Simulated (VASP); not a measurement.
# YTl (Pm-3m) in VASP: a series of runs

YTl is run at these levels: LDA; tasks: single point, relaxation of cell and atoms.

All numbers are computed with VASP 6.6.1; they aren't measurements. Logs are shortened: lines on timing, memory, paths and dates and some standing lists are left out, and cuts for length are marked.

## Step 1: The cell of the first run

It takes space group Pm-3m (No. 221, cubic). The conventional cell has a = 3.661 Å, b = 3.661 Å, c = 3.661 Å, α = 90.00°, β = 90.00°, γ = 90.00°. Within 4.2 Å of Y (site symmetry m-3m) lie 8 Tl at 3.17 Å and 6 Y at 3.66 Å. Tl (site symmetry m-3m) has 8 Y at 3.17 Å and 6 Tl at 3.66 Å within 4.2 Å.

## Step 2: Single point, LDA

File INCAR:

```
PREC = Accurate
ENCUT = 520
EDIFF = 1E-6
ISMEAR = -1
SIGMA = 0.1
LREAL = False
LASPH = True
NELM = 100
ALGO = Normal
ISIF = 2
LWAVE = False
LCHARG = False
GGA = CA
NBANDS = 19
```

File KPOINTS:

```
Automatic mesh
0
Gamma
  9 9 9
```

File POSCAR:

```
YTl
1.0
    3.6614074529      0.0000000000      0.0000000000
    0.0000000000      3.6614074529      0.0000000000
    0.0000000000      0.0000000000      3.6614074529
Y Tl
1 1
Direct
    0.5000000000      0.5000000000      0.5000000000
    0.0000000000      0.0000000000      0.0000000000
```

Potentials or basis: VASP PAW LDA potentials, release 64 (Y_sv, Tl_d).

Command:

```console
cat potpaw_LDA.64/Y_sv/POTCAR potpaw_LDA.64/Tl_d/POTCAR > POTCAR
mpirun -np 1 vasp_std > vasp.out
```

OUTCAR:

```text
PREC = Accurate
   ENCUT = 520
   EDIFF = 1E-6
   ISMEAR = -1
   LREAL = False
   LASPH = True
   NELM = 100
   ISIF = 2
   GGA = CA

 ion  position               nearest neighbor table
   1  0.500  0.500  0.500-   2 3.17   2 3.17   2 3.17   2 3.17   2 3.17   2 3.17   2 3.17   2 3.17

   2  0.000  0.000  0.000-   1 3.17   1 3.17   1 3.17   1 3.17   1 3.17   1 3.17   1 3.17   1 3.17

  LATTYP: Found a simple cubic cell.
 ALAT       =     3.6614074529

  Lattice vectors:

 A1 = (   3.6614074529,   0.0000000000,   0.0000000000)
 A2 = (   0.0000000000,   3.6614074529,   0.0000000000)
 A3 = (   0.0000000000,   0.0000000000,   3.6614074529)

Analysis of symmetry for initial positions (statically):
=====================================================================
 Subroutine PRICEL returns:
 Original cell was already a primitive cell.

 Routine SETGRP: Setting up the symmetry group for a
 simple cubic supercell.

 Subroutine GETGRP returns: Found 48 space group operations
 (whereof 48 operations were pure point group operations)
 out of a pool of 48 trial point group operations.

The static configuration has the point symmetry O_h .

Analysis of symmetry for dynamics (positions and initial velocities):
=====================================================================
 Subroutine PRICEL returns:
 Original cell was already a primitive cell.

 Routine SETGRP: Setting up the symmetry group for a
 simple cubic supercell.

 Subroutine GETGRP returns: Found 48 space group operations
 (whereof 48 operations were pure point group operations)
 out of a pool of 48 trial point group operations.

The dynamic configuration has the point symmetry O_h .

 Subroutine INISYM returns: Found 48 space group operations
 (whereof 48 operations are pure point group operations),
 and found     1 'primitive' translations

----------------------------------------------------------------------------------------

                                     Primitive cell

  volume of cell :      49.0845

  direct lattice vectors                    reciprocal lattice vectors
     3.661407453  0.000000000  0.000000000     0.273119016  0.000000000  0.000000000
     0.000000000  3.661407453  0.000000000     0.000000000  0.273119016  0.000000000
     0.000000000  0.000000000  3.661407453     0.000000000  0.000000000  0.273119016

  length of vectors
     3.661407453  3.661407453  3.661407453     0.273119016  0.273119016  0.273119016

  position of ions in fractional coordinates (direct lattice)
     0.500000000  0.500000000  0.500000000
     0.000000000  0.000000000  0.000000000

  ion indices of the primitive-cell ions
   primitive index   ion index
                 1           1
                 2           2

----------------------------------------------------------------------------------------

 KPOINTS: Automatic mesh

Automatic generation of k-mesh.
 Grid dimensions read from file:
 generate k-points for:    9    9    9

 Generating k-lattice:

  Cartesian coordinates                     Fractional coordinates (reciprocal lattice)
     0.030346557  0.000000000  0.000000000     0.111111111  0.000000000  0.000000000
     0.000000000  0.030346557  0.000000000     0.000000000  0.111111111  0.000000000
     0.000000000  0.000000000  0.030346557     0.000000000  0.000000000  0.111111111

  Length of vectors
     0.030346557  0.030346557  0.030346557

  Shift w.r.t. Gamma in fractional coordinates (k-lattice)
     0.000000000  0.000000000  0.000000000

 Subroutine IBZKPT returns following result:
 ===========================================

 Found     35 irreducible k-points:

 Following reciprocal coordinates:
            Coordinates               Weight
  0.000000  0.000000  0.000000      1.000000
  0.111111  0.000000  0.000000      6.000000
  0.222222  0.000000  0.000000      6.000000
  0.333333  0.000000  0.000000      6.000000
  0.444444  0.000000  0.000000      6.000000
  0.111111  0.111111  0.000000     12.000000
[... 16 lines left out ...]
  0.333333  0.333333  0.111111     24.000000
  0.444444  0.333333  0.111111     48.000000
 [... further k-points ...]
   k-points           NKPTS =     35   k-points in BZ     NKDIM =     35   number of bands    NBANDS=     19
   number of dos      NEDOS =    301   number of ions     NIONS =      2
   total plane-waves  NPLWV =  21952
   dimension x,y,z NGX =    28 NGY =   28 NGZ =   28
   dimension x,y,z NGXF=    56 NGYF=   56 NGZF=   56
   ions per type =               1   1
   NGX,Y,Z   is equivalent  to a cutoff of  12.71, 12.71, 12.71 a.u.
   NGXF,Y,Z  is equivalent  to a cutoff of  25.43, 25.43, 25.43 a.u.
 SYSTEM =  unknown system
   PREC   = accura    normal or accurate (medium, high low for compatibility)
   ISTART =      0    job   : 0-new  1-cont  2-samecut
   ICHARG =      2    charge: 1-file 2-atom 10-const
   ISPIN  =      1    spin polarized calculation?
   LNONCOLLINEAR =      F non collinear calculations
   LSORBIT =      F    spin-orbit coupling
   LASPH  =      T    aspherical Exc in radial PAW
   ENCUT  =  520.0 eV  38.22 Ry    6.18 a.u.   6.81  6.81  6.81*2*pi/ulx,y,z
   NELM   =    100;   NELMIN=  2; NELMDL= -5     # of ELM steps
   EDIFF  = 0.1E-05   stopping-criterion for ELM
   LREAL  =      F    real-space projection
   EDIFFG = 0.1E-04   stopping-criterion for IOM
   NSW    =      0    number of steps for IOM
   IBRION =     -1    ionic relax: 0-MD 1-quasi-New 2-CG
   NFREE  =      0    steps in history (QN), initial steepest desc. (CG)
   ISIF   =      2    stress and relaxation
   ISYM   =      2    0-nonsym 1-usesym 2-fastsym
   POTIM  = 0.5000    time-step for ionic-motion
   TEBEG  =    0.0;   TEEND  =   0.0 temperature during run
   PSTRESS=    0.0 pullay stress
   NELECT =      24.0000    total number of electrons
   NUPDOWN=      -1.0000    fix difference up-down
   EMIN   =  10.00;   EMAX   =-10.00  energy-range for DOS
   EFERMI =   0.00;   METHOD = LEGACY
   ISMEAR =    -1;   SIGMA  =   0.10  broadening in eV -4-tet -1-fermi 0-gaus
   EFERMI_NEDOS =   21; number of points for ismear=-14 and -15
   IALGO  =     38    algorithm
   IMIX   =      4    mixing-type and parameters
     AMIX     =   0.40;   BMIX     =  1.00
     AMIX_MAG =   1.60;   BMIX_MAG =  1.00
  volume/ion in A,a.u.               =      24.54       165.62
  Fermi-wavevector in a.u.,A,eV,Ry     =   1.289725  2.437227 22.631810  1.663391
  Thomas-Fermi vector in A             =   2.421600
   LORBIT       =      0    0 simple, 1 ext, 2 COOP (PROOUT), +10 PAW based schemes
   GGA     = CA    functional components
   LHFCALC =     F    Hartree Fock is set to
   AEXX    =    0.0000 exact exchange contribution
   IVDW    =     0    specifies the selected vdW correction
   LEPSILON=     F    determine dielectric tensor
   LRPA    =     F    only Hartree local field effects (RPA)
 non-spin polarized calculation
  energy-cutoff  :      520.00
  volume of cell :       49.08
 maximum number of plane-waves:      1357
 NGX is ok and might be reduce to    28
   NGX = 13   NGY = 13   NGZ = 13

 number of electron      23.9999995 magnetization

 Free energy of the ion-electron system (eV)
  ---------------------------------------------------
  ext. energy  EPLUGINS =         0.00000000
  ---------------------------------------------------
  free energy    TOTEN  =       -10.91484662 eV

  energy without entropy =      -10.87471251  energy(sigma->0) =      -10.89477956

 E-fermi :   6.5464     XC(G=0): -11.0812

 val. band max:        6.4547508889   @ k =   0.4444   0.0000   0.0000
 cond. band min:       6.5649534309   @ k =   0.4444   0.1111   0.1111
 fundamental gap:      0.1102025420
 Fermi energy:         6.5464113481

 k-point     1 :       0.0000    0.0000    0.0000
  band No.  band energies     occupation
      1     -36.0408      2.00000
      2     -16.0877      2.00000
      3     -16.0877      2.00000
      4     -16.0877      2.00000
      5      -5.3409      2.00000
      6      -5.3409      2.00000
[... 11 lines left out ...]
     18      10.3212      0.00000
     19      12.9429      0.00000

 k-point     2 :       0.1111    0.0000    0.0000
  band No.  band energies     occupation
      1     -36.0386      2.00000
      2     -16.1249      2.00000
      3     -16.0856      2.00000
      4     -16.0856      2.00000
      5      -5.3342      2.00000
      6      -5.3000      2.00000
[... 11 lines left out ...]
     18      11.3404      0.00000
     19      13.8604      0.00000

 k-point     3 :       0.2222    0.0000    0.0000
  band No.  band energies     occupation
      1     -36.0329      2.00000
      2     -16.2176      2.00000
      3     -16.0801      2.00000
      4     -16.0801      2.00000
      5      -5.3174      2.00000
      6      -5.1976      2.00000
[... 11 lines left out ...]
     18      12.6675      0.00000
     19      14.9841      0.00000

 k-point     4 :       0.3333    0.0000    0.0000
  band No.  band energies     occupation
      1     -36.0264      2.00000
      2     -16.3204      2.00000
      3     -16.0739      2.00000
      4     -16.0739      2.00000
      5      -5.2983      2.00000
      6      -5.0833      2.00000
[... 11 lines left out ...]
     18      14.1161      0.00000
     19      14.9725      0.00000

 k-point     5 :       0.4444    0.0000    0.0000
  band No.  band energies     occupation
      1     -36.0222      2.00000
      2     -16.3861      2.00000
      3     -16.0699      2.00000
      4     -16.0699      2.00000
      5      -5.2857      2.00000
      6      -5.0902      2.00000
[... 11 lines left out ...]
     18      14.5789      0.00000
     19      15.6775      0.00000
[... 334 lines left out ...]
      2     -16.2949      2.00000
      3     -16.1852      2.00000
      4     -16.0943      2.00000
      5      -5.1870      2.00000
      6      -5.1730      2.00000
[... 11 lines left out ...]
     18      13.9412      0.00000
     19      14.8092      0.00000

 k-point    22 :       0.4444    0.2222    0.1111
  band No.  band energies     occupation
      1     -36.0128      2.00000
      2     -16.3558      2.00000
      3     -16.1778      2.00000
      4     -16.0883      2.00000
      5      -5.2072      2.00000
      6      -5.1782      2.00000
[... 11 lines left out ...]
     18      13.9071      0.00000
     19      14.4341      0.00000

 k-point    23 :       0.3333    0.3333    0.1111
  band No.  band energies     occupation
      1     -36.0107      2.00000
      2     -16.2849      2.00000
      3     -16.2706      2.00000
      4     -16.0841      2.00000
      5      -5.2316      2.00000
      6      -5.1560      2.00000
[... 11 lines left out ...]
     18      13.4398      0.00000
     19      14.3375      0.00000

 k-point    24 :       0.4444    0.3333    0.1111
  band No.  band energies     occupation
      1     -36.0068      2.00000
      2     -16.3368      2.00000
      3     -16.2669      2.00000
      4     -16.0774      2.00000
      5      -5.2702      2.00000
      6      -5.1508      2.00000
[... 11 lines left out ...]
     18      13.1109      0.00000
     19      14.2478      0.00000

 [... further k-points ...]

------------------------ aborting loop because EDIFF is reached ----------------------------------------

  FORCE on cell =-STRESS in cart. coord.  units (eV):
  Direction    XX          YY          ZZ          XY          YZ          ZX
  --------------------------------------------------------------------------------------
  -------------------------------------------------------------------------------------
  Total        0.6199839      0.6199839      0.6199839     -0.0000000      0.0000000     -0.0000000
  in kB       20.2370303     20.2370303     20.2370303     -0.0000000      0.0000000     -0.0000000
  external PRESSURE =      20.2370303 kB  Pullay stress =       0.0000000 kB

 VOLUME and BASIS-vectors are now :
 -----------------------------------------------------------------------------
  energy-cutoff  :      520.00
  volume of cell :       49.08
      direct lattice vectors                 reciprocal lattice vectors
     3.661407453  0.000000000  0.000000000     0.273119016  0.000000000  0.000000000
     0.000000000  3.661407453  0.000000000     0.000000000  0.273119016  0.000000000
     0.000000000  0.000000000  3.661407453     0.000000000  0.000000000  0.273119016

 POSITION                                       TOTAL-FORCE (eV/Angst)
 -----------------------------------------------------------------------------------
      1.83070      1.83070      1.83070         0.000000      0.000000      0.000000
      0.00000      0.00000      0.00000         0.000000      0.000000      0.000000
 -----------------------------------------------------------------------------------
    total drift:                               -0.000000      0.000000      0.000000

  FREE ENERGIE OF THE ION-ELECTRON SYSTEM (eV)
  ---------------------------------------------------
  free  energy   TOTEN  =       -10.9148466218 eV

  energy  without entropy=      -10.8747125069  energy(sigma->0) =      -10.89477956
```

It took 10 s on 1 thread of Intel Xeon 6975P-C (Granite Rapids), shared host; peak memory 0.17 GiB.

Results:

| Item | Value |
| --- | --- |
| Free energy | -10.9148 eV |
| Pressure | 2.0 GPa |
| Band gap on the k mesh | zero (bands 12 and 13 overlap by 2.01 eV) |

Caveat: spin-orbit coupling is left out, which moves the levels of the heavy elements.

## Step 3: Single point, LDA

This run uses another cell than the first one, of 25.22 Å³/atom.

File INCAR:

```
ALGO = Normal
EDIFF = 1E-7
ENCUT = 520
GGA = CA
ISIF = 2
ISMEAR = -1
LASPH = True
LCHARG = False
LREAL = False
LWAVE = False
NBANDS = 19
NELM = 60
PREC = Accurate
SIGMA = 0.1
```

File KPOINTS:

```
k-points
0
Gamma
  9 9 9
```

File POSCAR:

```
YTl
1.0
    3.6946131515      0.0000000000      0.0000000000
    0.0000000000      3.6946131515      0.0000000000
    0.0000000000      0.0000000000      3.6946131515
Y Tl
1 1
Direct
    0.5000000000      0.5000000000      0.5000000000
    0.0000000000      0.0000000000      0.0000000000
```

Potentials or basis: VASP PAW LDA potentials, release 64 (Y_sv, Tl_d).

Command:

```console
cat potpaw_LDA.64/Y_sv/POTCAR potpaw_LDA.64/Tl_d/POTCAR > POTCAR
mpirun -np 1 vasp_std > vasp.out
```

It took 12 s on 1 thread of Intel Xeon 6975P-C (Granite Rapids), shared host; peak memory 0.17 GiB.

Results (log left out):

```
Free energy            : -10.9241 eV
Pressure               : 0.1 GPa
Band gap on the k mesh : zero (bands 12 and 13 overlap by 2.00 eV)
```

Levels at points of the mesh, in eV from the Fermi level:
```csv
k point,band 8,band 9,band 10,band 11,band 12,band 13,band 14,band 15,band 16,band 17
"(0.00, 0.00, 0.00)",-11.53,-11.53,-9.27,-0.15,-0.15,3.22,3.22,3.22,3.66,3.66
```

Caveat: spin-orbit coupling is left out, which moves the levels of the heavy elements.

## Step 4: Relaxation of cell and atoms, LDA

This run uses another cell than the first one, of 26.39 Å³/atom.

File INCAR:

```
SYSTEM = YTl
PREC = Accurate
ENCUT = 600
EDIFF = 1E-6
ISMEAR = -1
SIGMA = 0.1
LREAL = .FALSE.
LASPH = .TRUE.
NELM = 80
ALGO = Normal
ISIF = 3
LWAVE = .FALSE.
LCHARG = .FALSE.
GGA = CA
IBRION = 2
NSW = 80
EDIFFG = -0.01
```

File KPOINTS:

```
Automatic mesh
0
G
  9 9 9
  0 0 0
```

File POSCAR:

```
YTl
1.0
    3.7510000000      0.0000000000      0.0000000000
    0.0000000000      3.7510000000      0.0000000000
    0.0000000000      0.0000000000      3.7510000000
Y Tl
1 1
Direct
    0.5000000000      0.5000000000      0.5000000000
    0.0000000000      0.0000000000      0.0000000000
```

Command:

```console
cat potpaw_LDA.64/Y_sv/POTCAR potpaw_LDA.64/Tl_d/POTCAR > POTCAR
mpirun -np 1 vasp_std > vasp.out
```

It took 30 s on 1 thread of Intel Xeon 6975P-C (Granite Rapids), shared host; peak memory 0.19 GiB.

Results (log left out):

```yaml
Free_energy: -10.9244 eV
Relaxed_volume: 25.26 Å³/atom
Relaxed_cell: a = 3.697 Å, b = 3.697 Å, c = 3.697 Å, α = 90.00°, β = 90.00°, γ = 90.00°
Space_group_after_relaxing_to_0.1_Å: Pm-3m (No. 221)
Energy_gained_by_relaxing: 10.0 meV/atom
Ionic_steps: 3
Pressure_after_relaxing: 0.0 GPa
Band_gap_on_the_k_mesh: zero (bands 12 and 13 overlap by 1.99 eV)
```

Step by step:
```csv
step,energy change (eV),largest force (eV/Å),pressure (GPa),volume (Å³)
1,0.0000,0.0000,-2.72,52.78
2,-0.0147,0.0000,1.58,49.42
3,-0.0200,0.0000,-0.01,50.52
```

Final structure:
```
CELL_PARAMETERS angstrom
3.69675 0.00000 0.00000
0.00000 3.69675 0.00000
0.00000 0.00000 3.69675
ATOMIC_POSITIONS crystal
Y 0.50000 0.50000 0.50000
Tl 0.00000 0.00000 0.00000
```

Levels at points of the mesh, in eV from the Fermi level:
| k point | band 8 | band 9 | band 10 | band 11 | band 12 | band 13 | band 14 | band 15 | band 16 |
| --- | --- | --- | --- | --- | --- | --- | --- | --- | --- |
| (0.00, 0.00, 0.00) | -11.53 | -11.53 | -9.26 | -0.15 | -0.15 | 3.22 | 3.22 | 3.22 | 3.65 |

Caveat: spin-orbit coupling is left out, which moves the levels of the heavy elements. Zero-point motion and thermal expansion aren't in these numbers.

(Part 1 of 2 ends here.)
